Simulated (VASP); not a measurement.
# SiC20 in VASP: single point with PBE

Aim: the single point of SiC20 with PBE.

Everything below comes from runs of VASP 6.6.1. Logs are shortened: lines on timing, memory, paths and dates and some standing lists are left out, and cuts for length are marked.

## Step 1: The cell of the first run

The cell holds a slab with vacuum, 21 atoms: a = 5.051 Å, b = 3.572 Å, c = 20.379 Å, α = 90.00°, β = 90.00°, γ = 90.00°.

## Step 2: Single point, PBE, collinear spin

Contents of INCAR:

```
SYSTEM = SiC20
  PREC = Accurate
  ENCUT = 520
  EDIFF = 1E-6
  ISMEAR = 0
  SIGMA = 0.05
  LREAL = Auto
  LASPH = .TRUE.
  NELM = 150
  ALGO = Normal
  ISIF = 2
  LWAVE = .FALSE.
  LCHARG = .FALSE.
  ISPIN = 2
  MAGMOM = 0 0 0 0 0 0 0 0 0 0 0 0 0 0 0 0 0 0 0 0 2
  LORBIT = 11
  LDIPOL = .TRUE.
  IDIPOL = 3
  DIPOL = 0.5 0.5 0.329
  GGA = PE
  NBANDS = 62
```

Contents of KPOINTS:

```
regular mesh
0
G
  5 8 1
  0 0 0
```

Contents of POSCAR:

```
SiC20
1.0
    5.0509324483      0.0000000000      0.0000000000
    0.0000000000      3.5715485855      0.0000000000
    0.0000000000      0.0000000000     20.3790411838
C Si
20 1
Direct
    0.2500000000      0.0000000000      0.1962800882
    0.7500000000      0.0000000000      0.1962800882
    0.0000000000      0.2500000000      0.1962800882
    0.5000000000      0.2500000000      0.1962800882
    0.0000000000      0.5000000000      0.2582424298
    0.5000000000      0.5000000000      0.2582424298
    0.2500000000      0.7500000000      0.2582424298
    0.7500000000      0.7500000000      0.2582424298
    0.2500000000      0.0024640196      0.3199149154
    0.7500000000      0.0024640196      0.3199149154
    0.0000000000      0.2475359804      0.3199149154
    0.5000000000      0.2475359804      0.3199149154
    0.0000000000      0.5097084332      0.3835991953
    0.5000000000      0.5097084332      0.3835991953
    0.2500000000      0.7402915668      0.3835991953
    0.7500000000      0.7402915668      0.3835991953
    0.2500000000      0.0294931910      0.4356947466
    0.7500000000      0.0294931910      0.4356947466
    0.0000000000      0.2205068090      0.4356947466
    0.5000000000      0.2205068090      0.4356947466
    0.2500000000      0.8628265243      0.5257310715
```

Potentials or basis: VASP PAW PBE potentials, release 64 (C, Si).

On the command line:

```console
cat potpaw_PBE.64/C/POTCAR potpaw_PBE.64/Si/POTCAR > POTCAR
mpirun -np 1 vasp_std > vasp.out
```

OUTCAR:

```text
SYSTEM = SiC20
   PREC = Accurate
   ENCUT = 520
   EDIFF = 1E-6
   ISMEAR = 0
   LREAL = Auto
   LASPH = .TRUE.
   NELM = 150
   ISIF = 2
   ISPIN = 2
   LORBIT = 11
   GGA = PE

 ion  position               nearest neighbor table
   1  0.250  0.000  0.196-   7 1.55   4 1.55   3 1.55
   2  0.750  0.000  0.196-   8 1.55   4 1.55   3 1.55
   3  0.000  0.250  0.196-   5 1.55   2 1.55   1 1.55
   4  0.500  0.250  0.196-   6 1.55   2 1.55   1 1.55
   5  0.000  0.500  0.258-   3 1.55   7 1.55   8 1.55  11 1.55
   6  0.500  0.500  0.258-   4 1.55   7 1.55   8 1.55  12 1.55
   7  0.250  0.750  0.258-   1 1.55   5 1.55   6 1.55   9 1.55
   8  0.750  0.750  0.258-   2 1.55   5 1.55   6 1.55  10 1.55
   9  0.250  0.002  0.320-  11 1.54  12 1.54   7 1.55  15 1.60
  10  0.750  0.002  0.320-  11 1.54  12 1.54   8 1.55  16 1.60
  11  0.000  0.248  0.320-   9 1.54  10 1.54   5 1.55  13 1.60
  12  0.500  0.248  0.320-   9 1.54  10 1.54   6 1.55  14 1.60
  13  0.000  0.510  0.384-  19 1.48  16 1.51  15 1.51  11 1.60
  14  0.500  0.510  0.384-  20 1.48  16 1.51  15 1.51  12 1.60
  15  0.250  0.740  0.384-  17 1.48  14 1.51  13 1.51   9 1.60
  16  0.750  0.740  0.384-  18 1.48  14 1.51  13 1.51  10 1.60
  17  0.250  0.029  0.436-  19 1.44  20 1.44  15 1.48  21 1.93
  18  0.750  0.029  0.436-  19 1.44  20 1.44  16 1.48
  19  0.000  0.221  0.436-  17 1.44  18 1.44  13 1.48  21 2.57
  20  0.500  0.221  0.436-  17 1.44  18 1.44  14 1.48  21 2.57
  21  0.250  0.863  0.526-  17 1.93  19 2.57  20 2.57

  LATTYP: Found a simple orthorhombic cell.
 ALAT       =     3.5715485855
 B/A-ratio  =     1.4142135624
 C/A-ratio  =     5.7059397894

  Lattice vectors:

 A1 = (   0.0000000000,  -3.5715485855,   0.0000000000)
 A2 = (   5.0509324483,   0.0000000000,   0.0000000000)
 A3 = (   0.0000000000,   0.0000000000,  20.3790411838)

Analysis of symmetry for initial positions (statically):
=====================================================================
 Subroutine PRICEL returns:
 Original cell was already a primitive cell.

 Routine SETGRP: Setting up the symmetry group for a
 simple orthorhombic supercell.

 Subroutine GETGRP returns: Found  2 space group operations
 (whereof  1 operations were pure point group operations)
 out of a pool of  8 trial point group operations.

The static configuration has the point symmetry C_1 .
 The point group associated with its full space group is C_1h.

Analysis of symmetry for dynamics (positions and initial velocities):
=====================================================================
 Subroutine PRICEL returns:
 Original cell was already a primitive cell.

 Routine SETGRP: Setting up the symmetry group for a
 simple orthorhombic supercell.

 Subroutine GETGRP returns: Found  2 space group operations
 (whereof  1 operations were pure point group operations)
 out of a pool of  8 trial point group operations.

The dynamic configuration has the point symmetry C_1 .
 The point group associated with its full space group is C_1h.

Analysis of structural, dynamic, and magnetic symmetry:
=====================================================================
 Subroutine PRICEL returns:
 Original cell was already a primitive cell.

 Routine SETGRP: Setting up the symmetry group for a
 simple orthorhombic supercell.

 Subroutine GETGRP returns: Found  2 space group operations
 (whereof  1 operations were pure point group operations)
 out of a pool of  8 trial point group operations.

The overall configuration has the point symmetry C_1 .
 The point group associated with its full space group is C_1h.

 Subroutine INISYM returns: Found  2 space group operations
 (whereof  1 operations are pure point group operations),
 and found     1 'primitive' translations

----------------------------------------------------------------------------------------

                                     Primitive cell

  volume of cell :     367.6308

  direct lattice vectors                    reciprocal lattice vectors
     5.050932448  0.000000000  0.000000000     0.197983246  0.000000000  0.000000000
     0.000000000  3.571548585  0.000000000     0.000000000  0.279990591  0.000000000
     0.000000000  0.000000000 20.379041184     0.000000000  0.000000000  0.049070022

  length of vectors
     5.050932448  3.571548585 20.379041184     0.197983246  0.279990591  0.049070022

  position of ions in fractional coordinates (direct lattice)
     0.250000000  0.000000000  0.196280088
[... 98 lines left out ...]
   ISTART =      0    job   : 0-new  1-cont  2-samecut
   ICHARG =      2    charge: 1-file 2-atom 10-const
   ISPIN  =      2    spin polarized calculation?
   LNONCOLLINEAR =      F non collinear calculations
   LSORBIT =      F    spin-orbit coupling
   LASPH  =      T    aspherical Exc in radial PAW
   ENCUT  =  520.0 eV  38.22 Ry    6.18 a.u.   9.39  6.64 37.89*2*pi/ulx,y,z
   NELM   =    150;   NELMIN=  2; NELMDL= -5     # of ELM steps
   EDIFF  = 0.1E-05   stopping-criterion for ELM
   LREAL  =      T    real-space projection
   EDIFFG = 0.1E-04   stopping-criterion for IOM
   NSW    =      0    number of steps for IOM
[... 5 lines left out ...]
   TEBEG  =    0.0;   TEEND  =   0.0 temperature during run
   PSTRESS=    0.0 pullay stress
   NELECT =      84.0000    total number of electrons
   NUPDOWN=      -1.0000    fix difference up-down
   EMIN   =  10.00;   EMAX   =-10.00  energy-range for DOS
   EFERMI =   0.00;   METHOD = LEGACY
   ISMEAR =     0;   SIGMA  =   0.05  broadening in eV -4-tet -1-fermi 0-gaus
   EFERMI_NEDOS =   21; number of points for ismear=-14 and -15
   IALGO  =     38    algorithm
   IMIX   =      4    mixing-type and parameters
     AMIX     =   0.40;   BMIX     =  1.00
     AMIX_MAG =   1.60;   BMIX_MAG =  1.00
  volume/ion in A,a.u.               =      17.51       118.14
  Fermi-wavevector in a.u.,A,eV,Ry     =   1.000838  1.891310 13.628650  1.001678
  Thomas-Fermi vector in A             =   2.133221
   LORBIT       =     11    0 simple, 1 ext, 2 COOP (PROOUT), +10 PAW based schemes
   GGA     = PE    functional components
   LHFCALC =     F    Hartree Fock is set to
   AEXX    =    0.0000 exact exchange contribution
   IVDW    =     0    specifies the selected vdW correction
   LEPSILON=     F    determine dielectric tensor
   LRPA    =     F    only Hartree local field effects (RPA)
 spin polarized calculation
 Gauss-broadening in eV      SIGMA  =   0.05
  energy-cutoff  :      520.00
  volume of cell :      367.63
 maximum number of plane-waves:      9943
 NGX is ok and might be reduce to    40
   NGX = 19   NGY = 13   NGZ = 75

 dipolmoment           0.000000      0.000000      0.382411 electrons x Angstroem

 number of electron      84.0000005 magnetization       0.2754244

 dipolmoment           0.000000      0.000000     -0.138578 electrons x Angstroem

 Free energy of the ion-electron system (eV)
  ---------------------------------------------------
  ext. energy  EPLUGINS =         0.00000000
  ---------------------------------------------------
  free energy    TOTEN  =      -172.91431891 eV

  energy without entropy =     -172.91041859  energy(sigma->0) =     -172.91236875

 E-fermi :   0.0265     XC(G=0):  -5.6614

 val. band max:        0.0096362756   @ k =   0.0000   0.2500   0.0000
 cond. band min:       0.0273979740   @ k =   0.0000   0.1250   0.0000
 fundamental gap:      0.0177616983
 Fermi energy:         0.0264766791

 spin component 1

 k-point     1 :       0.0000    0.0000    0.0000
  band No.  band energies     occupation
      1     -21.5312      1.00000
      2     -19.6866      1.00000
      3     -17.1470      1.00000
      4     -17.1270      1.00000
      5     -16.7114      1.00000
      6     -15.4011      1.00000
[... 844 lines left out ...]
     53       7.5952      0.00000
     54       7.8875      0.00000
 Fermi energy:         0.0264766791

 spin component 2

 k-point     1 :       0.0000    0.0000    0.0000
  band No.  band energies     occupation
      1     -21.5274      1.00000
      2     -19.6723      1.00000
      3     -17.1375      1.00000
      4     -17.1247      1.00000
      5     -16.6967      1.00000
      6     -15.3731      1.00000
[... 844 lines left out ...]
     53       7.5996      0.00000
     54       7.8943      0.00000
 [bands above 54 left out]

------------------------ aborting loop because EDIFF is reached ----------------------------------------

 vacuum level on the upper side and lower side of the slab       (xc-potential included)        -0.777         0.579

  FORCE on cell =-STRESS in cart. coord.  units (eV):
  Direction    XX          YY          ZZ          XY          YZ          ZX
  --------------------------------------------------------------------------------------
  -------------------------------------------------------------------------------------
  Total       -5.8905383      6.7960495     -0.6153084      0.0000000     -0.2193892      0.0000000
  in kB      -25.6716448     29.6179673     -2.6815851      0.0000000     -0.9561232      0.0000000
  external PRESSURE =       0.4215791 kB  Pullay stress =       0.0000000 kB

 VOLUME and BASIS-vectors are now :
 -----------------------------------------------------------------------------
  energy-cutoff  :      520.00
  volume of cell :      367.63
      direct lattice vectors                 reciprocal lattice vectors
     5.050932448  0.000000000  0.000000000     0.197983246  0.000000000  0.000000000
     0.000000000  3.571548585  0.000000000     0.000000000  0.279990591  0.000000000
     0.000000000  0.000000000 20.379041184     0.000000000  0.000000000  0.049070022

 POSITION                                       TOTAL-FORCE (eV/Angst)
 -----------------------------------------------------------------------------------
      1.26273      0.00000      4.00000         0.000000      4.560670      0.970863
      3.78820      0.00000      4.00000         0.000000      4.193666      1.011041
      0.00000      0.89289      4.00000        -0.063330     -4.349389      1.191290
      2.52547      0.89289      4.00000         0.063330     -4.349389      1.191290
      0.00000      1.78577      5.26273        -0.019860      0.981382     -1.256444
      2.52547      1.78577      5.26273         0.019860      0.981382     -1.256444
[... 13 lines left out ...]
      2.52547      0.78755      8.87904         0.744511      1.593676      0.660730
      1.26273      3.08163     10.71390         0.000000      0.068018      0.031399
 -----------------------------------------------------------------------------------
    total drift:                                0.000000      0.002388     -0.021768

  FREE ENERGIE OF THE ION-ELECTRON SYSTEM (eV)
  ---------------------------------------------------
  free  energy   TOTEN  =      -172.9143189142 eV

  energy  without entropy=     -172.9104185932  energy(sigma->0) =     -172.91236875

 vacuum level on the upper side and lower side of the slab         4.592         5.998

 total charge

# of ion       s       p       d       tot
------------------------------------------
    1        0.837   1.575   0.000   2.412
    2        0.838   1.572   0.000   2.410
    3        0.840   1.572   0.000   2.412
    4        0.840   1.572   0.000   2.412
    5        0.834   1.703   0.000   2.538
    6        0.834   1.703   0.000   2.538
[... 13 lines left out ...]
   20        0.853   1.754   0.000   2.607
   21        0.932   0.595   0.000   1.527
--------------------------------------------------
tot         17.752  34.731   0.000  52.483

 magnetization (x)

# of ion       s       p       d       tot
------------------------------------------
    1        0.029   0.177   0.000   0.206
    2       -0.014  -0.100   0.000  -0.115
    3        0.003   0.019   0.000   0.022
    4        0.003   0.019   0.000   0.022
    5        0.000   0.001   0.000   0.002
    6        0.000   0.001   0.000   0.002
[... 13 lines left out ...]
   20        0.000  -0.000   0.000  -0.000
   21       -0.000   0.001   0.000   0.000
--------------------------------------------------
tot          0.026   0.132   0.000   0.158
```

Wall time 59 min (1 thread of Oxide Virtual Turin-like, shared host); peak memory 0.76 GiB.

What came out:

```
Free energy                                           : -172.9143 eV
Largest force                                         : 4.663 eV/Å
Net moment                                            : 0.28 μB per cell
Site moments                                          : C +0.21, -0.12, +0.02, +0.00, -0.01, +0.01, -0.00 (each value once); Si +0.00 μB
Valence electrons inside the program's atomic spheres : C 2.41, 2.54, 2.56, 2.55, 2.60, 2.61, 2.71 (each value once); Si 1.53
```

Forces in eV/Å, atoms in the order of the input:
```
C    0.000  4.561  0.971
C    0.000  4.194  1.011
C   -0.063 -4.349  1.191
C    0.063 -4.349  1.191
C   -0.020  0.981 -1.256
C    0.020  0.981 -1.256
C    0.000 -0.865 -1.187
C    0.000 -0.965 -1.026
C    0.000 -0.507 -0.046
C    0.000  0.033 -0.005
C    0.019  0.020  0.060
C   -0.019  0.020  0.060
C   -0.004 -0.157 -0.509
C    0.004 -0.157 -0.509
C    0.000  0.726 -2.281
C    0.000  0.161 -0.366
C    0.000 -3.037  1.532
C    0.000 -0.545  1.073
C   -0.745  1.594  0.661
C    0.745  1.594  0.661
Si   0.000  0.068  0.031
```
